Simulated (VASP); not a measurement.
# ZnS (F-43m) in VASP: notebook

ZnS is run at these levels: LDA; tasks: single point.

Program: VASP 6.6.1. These are calculated values, not measurements. Logs are shortened: lines on timing, memory, paths and dates and some standing lists are left out, and cuts for length are marked.

**Experimental background.**

“Electronic, vibrational, and thermodynamic properties of ZnS (zincblende and rocksalt structure)”, 2009, arxiv:0911.5022 quotes, for a bulk crystal of ZnS at 19 K: band gap 3.85 eV (direct).

The runs below are set against these values where they give the same quantity.

## (1) The cell of the first run

The structure is cubic, space group F-43m (No. 216). The conventional cell has a = 5.331 Å, b = 5.331 Å, c = 5.331 Å, α = 90.00°, β = 90.00°, γ = 90.00°. Zn (site symmetry -43m) has 4 S at 2.31 Å within 3.1 Å. S (site symmetry -43m) has 4 Zn at 2.31 Å within 3.1 Å.

## (2) Single point, LDA

INCAR reads:

```
PREC = Accurate ; ENCUT = 500
EDIFF = 1E-6 ; ISMEAR = 0
SIGMA = 0.01 ; LREAL = F
LASPH = T ; NELM = 120
ALGO = Normal ; ISIF = 2
LWAVE = F ; LCHARG = T
GGA = CA ; LELF = T
LVHAR = T ; NBANDS = 16
GGA_COMPAT = F
```

KPOINTS reads:

```
regular mesh
0
Gamma
  6 6 6
```

POSCAR reads:

```
ZnS
1.0
    0.0000000000      2.6654820099      2.6654820099
    2.6654820099      0.0000000000      2.6654820099
    2.6654820099      2.6654820099      0.0000000000
Zn S
1 1
Direct
    0.2500000000      0.2500000000      0.2500000000
    0.0000000000      0.0000000000      0.0000000000
```

Potentials or basis: VASP PAW LDA potentials, release 64 (Zn, S).

Started as:

```console
> cat potpaw_LDA.64/Zn/POTCAR potpaw_LDA.64/S/POTCAR > POTCAR
> mpirun -np 1 vasp_std > vasp.out
```

OUTCAR:

```text
PREC = Accurate
   ENCUT = 500
   EDIFF = 1E-6
   ISMEAR = 0
   LREAL = F
   LASPH = T
   NELM = 120
   ISIF = 2
   GGA = CA

 ion  position               nearest neighbor table
   1  0.250  0.250  0.250-   2 2.31   2 2.31   2 2.31   2 2.31
   2  0.000  0.000  0.000-   1 2.31   1 2.31   1 2.31   1 2.31

  LATTYP: Found a face centered cubic cell.
 ALAT       =     5.3309640198

  Lattice vectors:

 A1 = (   0.0000000000,   2.6654820099,   2.6654820099)
 A2 = (   2.6654820099,   0.0000000000,   2.6654820099)
 A3 = (   2.6654820099,   2.6654820099,   0.0000000000)

Analysis of symmetry for initial positions (statically):
=====================================================================
 Subroutine PRICEL returns:
 Original cell was already a primitive cell.

 Routine SETGRP: Setting up the symmetry group for a
 face centered cubic supercell.

 Subroutine GETGRP returns: Found 24 space group operations
 (whereof 24 operations were pure point group operations)
 out of a pool of 48 trial point group operations.

The static configuration has the point symmetry T_d .

Analysis of symmetry for dynamics (positions and initial velocities):
=====================================================================
 Subroutine PRICEL returns:
 Original cell was already a primitive cell.

 Routine SETGRP: Setting up the symmetry group for a
 face centered cubic supercell.

 Subroutine GETGRP returns: Found 24 space group operations
 (whereof 24 operations were pure point group operations)
 out of a pool of 48 trial point group operations.

The dynamic configuration has the point symmetry T_d .

 Subroutine INISYM returns: Found 24 space group operations
 (whereof 24 operations are pure point group operations),
 and found     1 'primitive' translations

----------------------------------------------------------------------------------------

                                     Primitive cell

  volume of cell :      37.8754

  direct lattice vectors                    reciprocal lattice vectors
     0.000000000  2.665482010  2.665482010    -0.187583333  0.187583333  0.187583333
     2.665482010  0.000000000  2.665482010     0.187583333 -0.187583333  0.187583333
     2.665482010  2.665482010  0.000000000     0.187583333  0.187583333 -0.187583333

  length of vectors
     3.769560809  3.769560809  3.769560809     0.324903864  0.324903864  0.324903864

  position of ions in fractional coordinates (direct lattice)
     0.250000000  0.250000000  0.250000000
     0.000000000  0.000000000  0.000000000

  ion indices of the primitive-cell ions
   primitive index   ion index
                 1           1
                 2           2

----------------------------------------------------------------------------------------

 KPOINTS: regular mesh

Automatic generation of k-mesh.
 Grid dimensions read from file:
 generate k-points for:    6    6    6

 Generating k-lattice:

  Cartesian coordinates                     Fractional coordinates (reciprocal lattice)
    -0.031263889  0.031263889  0.031263889     0.166666667  0.000000000  0.000000000
     0.031263889 -0.031263889  0.031263889     0.000000000  0.166666667  0.000000000
     0.031263889  0.031263889 -0.031263889     0.000000000  0.000000000  0.166666667

  Length of vectors
     0.054150644  0.054150644  0.054150644

  Shift w.r.t. Gamma in fractional coordinates (k-lattice)
     0.000000000  0.000000000  0.000000000

 Subroutine IBZKPT returns following result:
 ===========================================

 Found     16 irreducible k-points:

 Following reciprocal coordinates:
            Coordinates               Weight
  0.000000  0.000000  0.000000      1.000000
  0.166667  0.000000  0.000000      8.000000
  0.333333  0.000000  0.000000      8.000000
  0.500000  0.000000  0.000000      4.000000
  0.166667  0.166667  0.000000      6.000000
  0.333333  0.166667  0.000000     24.000000
[... 8 lines left out ...]
 -0.333333  0.333333  0.166667     24.000000
 -0.333333  0.500000  0.166667     12.000000
   k-points           NKPTS =     16   k-points in BZ     NKDIM =     16   number of bands    NBANDS=     16
   number of dos      NEDOS =    301   number of ions     NIONS =      2
   total plane-waves  NPLWV =  21952
   dimension x,y,z NGX =    28 NGY =   28 NGZ =   28
   dimension x,y,z NGXF=    56 NGYF=   56 NGZF=   56
   ions per type =               1   1
   NGX,Y,Z   is equivalent  to a cutoff of  12.35, 12.35, 12.35 a.u.
   NGXF,Y,Z  is equivalent  to a cutoff of  24.70, 24.70, 24.70 a.u.
 SYSTEM =  unknown system
   PREC   = accura    normal or accurate (medium, high low for compatibility)
   ISTART =      0    job   : 0-new  1-cont  2-samecut
   ICHARG =      2    charge: 1-file 2-atom 10-const
   ISPIN  =      1    spin polarized calculation?
   LNONCOLLINEAR =      F non collinear calculations
   LSORBIT =      F    spin-orbit coupling
   LASPH  =      T    aspherical Exc in radial PAW
   ENCUT  =  500.0 eV  36.75 Ry    6.06 a.u.   6.87  6.87  6.87*2*pi/ulx,y,z
   NELM   =    120;   NELMIN=  2; NELMDL= -5     # of ELM steps
   EDIFF  = 0.1E-05   stopping-criterion for ELM
   LREAL  =      F    real-space projection
   EDIFFG = 0.1E-04   stopping-criterion for IOM
   NSW    =      0    number of steps for IOM
   IBRION =     -1    ionic relax: 0-MD 1-quasi-New 2-CG
   NFREE  =      0    steps in history (QN), initial steepest desc. (CG)
   ISIF   =      2    stress and relaxation
   ISYM   =      2    0-nonsym 1-usesym 2-fastsym
   POTIM  = 0.5000    time-step for ionic-motion
   TEBEG  =    0.0;   TEEND  =   0.0 temperature during run
   PSTRESS=    0.0 pullay stress
   NELECT =      18.0000    total number of electrons
   NUPDOWN=      -1.0000    fix difference up-down
   EMIN   =  10.00;   EMAX   =-10.00  energy-range for DOS
   EFERMI =   0.00;   METHOD = LEGACY
   ISMEAR =     0;   SIGMA  =   0.01  broadening in eV -4-tet -1-fermi 0-gaus
   EFERMI_NEDOS =   21; number of points for ismear=-14 and -15
   IALGO  =     38    algorithm
   IMIX   =      4    mixing-type and parameters
     AMIX     =   0.40;   BMIX     =  1.00
     AMIX_MAG =   1.60;   BMIX_MAG =  1.00
  volume/ion in A,a.u.               =      18.94       127.80
  Fermi-wavevector in a.u.,A,eV,Ry     =   1.277556  2.414231 22.206736  1.632149
  Thomas-Fermi vector in A             =   2.410149
   LORBIT       =      0    0 simple, 1 ext, 2 COOP (PROOUT), +10 PAW based schemes
   GGA     = CA    functional components
   LHFCALC =     F    Hartree Fock is set to
   AEXX    =    0.0000 exact exchange contribution
   IVDW    =     0    specifies the selected vdW correction
   LEPSILON=     F    determine dielectric tensor
   LRPA    =     F    only Hartree local field effects (RPA)
 non-spin polarized calculation
 Gauss-broadening in eV      SIGMA  =   0.01
  energy-cutoff  :      500.00
  volume of cell :       37.88
 maximum number of plane-waves:       982
   NGX = 13   NGY = 13   NGZ = 13

 number of electron      18.0000019 magnetization

 Free energy of the ion-electron system (eV)
  ---------------------------------------------------
  ext. energy  EPLUGINS =         0.00000000
  ---------------------------------------------------
  free energy    TOTEN  =        -8.20135736 eV

  energy without entropy =       -8.20135736  energy(sigma->0) =       -8.20135736

 E-fermi :   2.3810     XC(G=0): -10.2261

 val. band max:        2.3229977587   @ k =   0.0000   0.0000   0.0000
 cond. band min:       4.3934773380   @ k =   0.0000   0.0000   0.0000
 fundamental gap:      2.0704795793
 Fermi energy:         2.3810492570

 k-point     1 :       0.0000    0.0000    0.0000
  band No.  band energies     occupation
      1     -11.0796      2.00000
      2      -4.3481      2.00000
      3      -4.3481      2.00000
      4      -4.3481      2.00000
      5      -3.8190      2.00000
      6      -3.8190      2.00000
[... 8 lines left out ...]
     15      14.1251      0.00000
     16      14.1251      0.00000

 k-point     2 :       0.1667    0.0000    0.0000
  band No.  band energies     occupation
      1     -10.8573      2.00000
      2      -4.3461      2.00000
      3      -4.3104      2.00000
      4      -4.3104      2.00000
      5      -3.8213      2.00000
      6      -3.8213      2.00000
[... 8 lines left out ...]
     15      13.2554      0.00000
     16      14.8655      0.00000

 k-point     3 :       0.3333    0.0000    0.0000
  band No.  band energies     occupation
      1     -10.3480      2.00000
      2      -4.2482      2.00000
      3      -4.2482      2.00000
      4      -4.1935      2.00000
      5      -3.8064      2.00000
      6      -3.8064      2.00000
[... 8 lines left out ...]
     15      13.8926      0.00000
     16      14.0035      0.00000

 k-point     4 :       0.5000    0.0000    0.0000
  band No.  band energies     occupation
      1     -10.0489      2.00000
      2      -4.2266      2.00000
      3      -4.2266      2.00000
      4      -3.7858      2.00000
      5      -3.7858      2.00000
      6      -3.5994      2.00000
[... 8 lines left out ...]
     15      15.8180      0.00000
     16      15.8180      0.00000

 k-point     5 :       0.1667    0.1667    0.0000
  band No.  band energies     occupation
      1     -10.7830      2.00000
      2      -4.3877      2.00000
      3      -4.2753      2.00000
      4      -4.2753      2.00000
      5      -3.8493      2.00000
      6      -3.7981      2.00000
[... 8 lines left out ...]
     15      14.4882      0.00000
     16      16.2960      0.00000

 k-point     6 :       0.3333    0.1667    0.0000
  band No.  band energies     occupation
      1     -10.3645      2.00000
      2      -4.3479      2.00000
      3      -4.2003      2.00000
      4      -4.1885      2.00000
      5      -3.8414      2.00000
      6      -3.7802      2.00000
[... 8 lines left out ...]
     15      14.9227      0.00000
     16      16.2456      0.00000

 k-point     7 :       0.5000    0.1667    0.0000
  band No.  band energies     occupation
      1      -9.9728      2.00000
      2      -4.2380      2.00000
      3      -4.1681      2.00000
      4      -3.9372      2.00000
      5      -3.7797      2.00000
      6      -3.6482      2.00000
[... 8 lines left out ...]
     15      15.8591      0.00000
     16      16.3177      0.00000

 k-point     8 :      -0.3333    0.1667    0.0000
  band No.  band energies     occupation
      1     -10.0734      2.00000
      2      -4.2245      2.00000
      3      -4.1925      2.00000
      4      -4.0161      2.00000
      5      -3.8228      2.00000
      6      -3.7483      2.00000
[... 8 lines left out ...]
     15      15.3030      0.00000
     16      16.5206      0.00000

 k-point     9 :      -0.1667    0.1667    0.0000
  band No.  band energies     occupation
      1     -10.5349      2.00000
      2      -4.3127      2.00000
      3      -4.2628      2.00000
      4      -4.2474      2.00000
      5      -3.8429      2.00000
      6      -3.7923      2.00000
[... 8 lines left out ...]
     15      14.2942      0.00000
     16      16.6655      0.00000

 k-point    10 :       0.3333    0.3333    0.0000
  band No.  band energies     occupation
      1     -10.1020      2.00000
      2      -4.4190      2.00000
      3      -4.0956      2.00000
      4      -4.0956      2.00000
      5      -3.8346      2.00000
      6      -3.7564      2.00000
[... 8 lines left out ...]
     15      15.4398      0.00000
     16      19.5476      0.00000

 k-point    11 :       0.5000    0.3333    0.0000
  band No.  band energies     occupation
      1      -9.7999      2.00000
      2      -4.3303      2.00000
      3      -4.0435      2.00000
      4      -4.0062      2.00000
      5      -3.7578      2.00000
      6      -3.6195      2.00000
[... 8 lines left out ...]
     15      16.0652      0.00000
     16      17.3463      0.00000

 k-point    12 :      -0.3333    0.3333    0.0000
  band No.  band energies     occupation
      1      -9.7893      2.00000
      2      -4.2426      2.00000
      3      -4.0887      2.00000
      4      -3.8869      2.00000
      5      -3.8033      2.00000
      6      -3.5100      2.00000
[... 8 lines left out ...]
     15      13.9993      0.00000
     16      18.9462      0.00000

 k-point    13 :       0.5000    0.5000    0.0000
  band No.  band energies     occupation
      1      -9.7013      2.00000
      2      -4.4036      2.00000
      3      -3.9813      2.00000
      4      -3.9813      2.00000
      5      -3.7356      2.00000
      6      -3.5798      2.00000
[... 8 lines left out ...]
     15      16.1403      0.00000
     16      16.9404      0.00000

 k-point    14 :       0.5000    0.3333    0.1667
  band No.  band energies     occupation
      1      -9.9930      2.00000
      2      -4.2625      2.00000
      3      -4.1612      2.00000
      4      -4.0386      2.00000
      5      -3.7953      2.00000
      6      -3.7373      2.00000
[... 8 lines left out ...]
     15      16.3676      0.00000
     16      17.0189      0.00000

 k-point    15 :      -0.3333    0.3333    0.1667
  band No.  band energies     occupation
      1      -9.7892      2.00000
      2      -4.2146      2.00000
      3      -4.1157      2.00000
      4      -3.8802      2.00000
      5      -3.8306      2.00000
      6      -3.4678      2.00000
[... 8 lines left out ...]
     15      16.1051      0.00000
     16      16.8905      0.00000

 k-point    16 :      -0.3333    0.5000    0.1667
  band No.  band energies     occupation
      1      -9.6963      2.00000
      2      -4.2673      2.00000
      3      -4.0367      2.00000
      4      -3.9440      2.00000
      5      -3.7944      2.00000
      6      -3.4182      2.00000
[... 8 lines left out ...]
     15      16.3577      0.00000
     16      17.2164      0.00000

------------------------ aborting loop because EDIFF is reached ----------------------------------------

  FORCE on cell =-STRESS in cart. coord.  units (eV):
  Direction    XX          YY          ZZ          XY          YZ          ZX
  --------------------------------------------------------------------------------------
  -------------------------------------------------------------------------------------
  Total       -0.3237556     -0.3237556     -0.3237556     -0.0000000      0.0000000     -0.0000000
  in kB      -13.6952716    -13.6952716    -13.6952716     -0.0000000      0.0000000     -0.0000000
  external PRESSURE =     -13.6952716 kB  Pullay stress =       0.0000000 kB

 VOLUME and BASIS-vectors are now :
 -----------------------------------------------------------------------------
  energy-cutoff  :      500.00
  volume of cell :       37.88
      direct lattice vectors                 reciprocal lattice vectors
     0.000000000  2.665482010  2.665482010    -0.187583333  0.187583333  0.187583333
     2.665482010  0.000000000  2.665482010     0.187583333 -0.187583333  0.187583333
     2.665482010  2.665482010  0.000000000     0.187583333  0.187583333 -0.187583333

 POSITION                                       TOTAL-FORCE (eV/Angst)
 -----------------------------------------------------------------------------------
      1.33274      1.33274      1.33274        -0.000000     -0.000000     -0.000000
      0.00000      0.00000      0.00000         0.000000      0.000000      0.000000
 -----------------------------------------------------------------------------------
    total drift:                               -0.000001     -0.000001     -0.000001

  FREE ENERGIE OF THE ION-ELECTRON SYSTEM (eV)
  ---------------------------------------------------
  free  energy   TOTEN  =        -8.2013573577 eV

  energy  without entropy=       -8.2013573577  energy(sigma->0) =       -8.20135736
```

It took 16 s on 1 thread of Intel Xeon Platinum 8488C (Sapphire Rapids), shared host; peak memory 0.14 GiB.

What came out:

```yaml
Free_energy: -8.2014 eV
Pressure: -1.4 GPa
Band_gap_on_the_k_mesh: 2.07 eV, direct
```

## (3) Single point, LDA

This run uses another cell than the first one, of 19.73 Å³/atom, 1.042 times its volume.

INCAR reads:

```
ALGO = Normal ; EDIFF = 1E-6
ENCUT = 500 ; GGA = CA
GGA_COMPAT = False ; ISIF = 2
ISMEAR = 0 ; LASPH = True
LCHARG = False ; LREAL = False
LWAVE = False ; NBANDS = 16
NELM = 120 ; PREC = Accurate
SIGMA = 0.01
```

KPOINTS reads:

```
k-points
0
Gamma
  6 6 6
```

POSCAR reads:

```
ZnS
1.0
    0.0000000000      2.7020000000      2.7020000000
    2.7020000000      0.0000000000      2.7020000000
    2.7020000000      2.7020000000      0.0000000000
Zn S
1 1
Direct
    0.2500000000      0.2500000000      0.2500000000
    0.0000000000      0.0000000000      0.0000000000
```

Potentials or basis: VASP PAW LDA potentials, release 64 (Zn, S).

Started as:

```console
> cat potpaw_LDA.64/Zn/POTCAR potpaw_LDA.64/S/POTCAR > POTCAR
> mpirun -np 1 vasp_std > vasp.out
```

OUTCAR:

```text
EDIFF = 1E-6
   ENCUT = 500
   GGA = CA
   ISIF = 2
   ISMEAR = 0
   LASPH = True
   LREAL = False
   NELM = 120
   PREC = Accurate

 ion  position               nearest neighbor table
   1  0.250  0.250  0.250-   2 2.34   2 2.34   2 2.34   2 2.34
   2  0.000  0.000  0.000-   1 2.34   1 2.34   1 2.34   1 2.34

  LATTYP: Found a face centered cubic cell.
 ALAT       =     5.4040000000

  Lattice vectors:

 A1 = (   0.0000000000,   2.7020000000,   2.7020000000)
[... 479 lines left out ...]
------------------------ aborting loop because EDIFF is reached ----------------------------------------

  FORCE on cell =-STRESS in cart. coord.  units (eV):
  Direction    XX          YY          ZZ          XY          YZ          ZX
  --------------------------------------------------------------------------------------
  -------------------------------------------------------------------------------------
  Total       -1.0660610     -1.0660610     -1.0660610      0.0000000     -0.0000000     -0.0000000
  in kB      -43.2918980    -43.2918980    -43.2918980      0.0000000     -0.0000000     -0.0000000
  external PRESSURE =     -43.2918980 kB  Pullay stress =       0.0000000 kB

 VOLUME and BASIS-vectors are now :
 -----------------------------------------------------------------------------
  energy-cutoff  :      500.00
  volume of cell :       39.45
      direct lattice vectors                 reciprocal lattice vectors
     0.000000000  2.702000000  2.702000000    -0.185048113  0.185048113  0.185048113
     2.702000000  0.000000000  2.702000000     0.185048113 -0.185048113  0.185048113
     2.702000000  2.702000000  0.000000000     0.185048113  0.185048113 -0.185048113

 POSITION                                       TOTAL-FORCE (eV/Angst)
 -----------------------------------------------------------------------------------
      1.35100      1.35100      1.35100         0.000000      0.000000      0.000000
      0.00000      0.00000      0.00000        -0.000000     -0.000000     -0.000000
 -----------------------------------------------------------------------------------
    total drift:                               -0.000000     -0.000000     -0.000000

  FREE ENERGIE OF THE ION-ELECTRON SYSTEM (eV)
  ---------------------------------------------------
  free  energy   TOTEN  =        -8.1731783328 eV

  energy  without entropy=       -8.1731783328  energy(sigma->0) =       -8.17317833
```

stdout:

```text
POSCAR found type information on POSCAR ZnS
 POSCAR found :  2 types and       2 ions
 scaLAPACK will be used
 LDA part: xc-table for (Slater(with rela. corr.)+CA(PZ))
 , standard interpolation
 POSCAR, INCAR and KPOINTS ok, starting setup
 FFT: planning ... GRIDC
 FFT: planning ... GRID_SOFT
 FFT: planning ... GRID
 WAVECAR not read
 entering main loop
```

Wall time 12 s (1 thread of Intel Xeon Platinum 8488C (Sapphire Rapids), shared host); peak memory 0.14 GiB.

Results:

```
Free energy            : -8.1732 eV
Pressure               : -4.3 GPa
Band gap on the k mesh : 1.89 eV, direct
```

Levels at points of the mesh, in eV from the valence-band top:
```
           k point  band 7  band 8  band 9  band 10  band 11  band 12
(0.00, 0.00, 0.00)    0.00    0.00    0.00     1.89     6.25     6.25
(0.50, 0.00, 0.00)   -5.38   -0.88   -0.88     3.11     6.79     6.79
(0.50, 0.50, 0.00)   -4.67   -2.25   -2.25     3.19     3.90    10.72
```

(Part 1 of 2 ends here.)
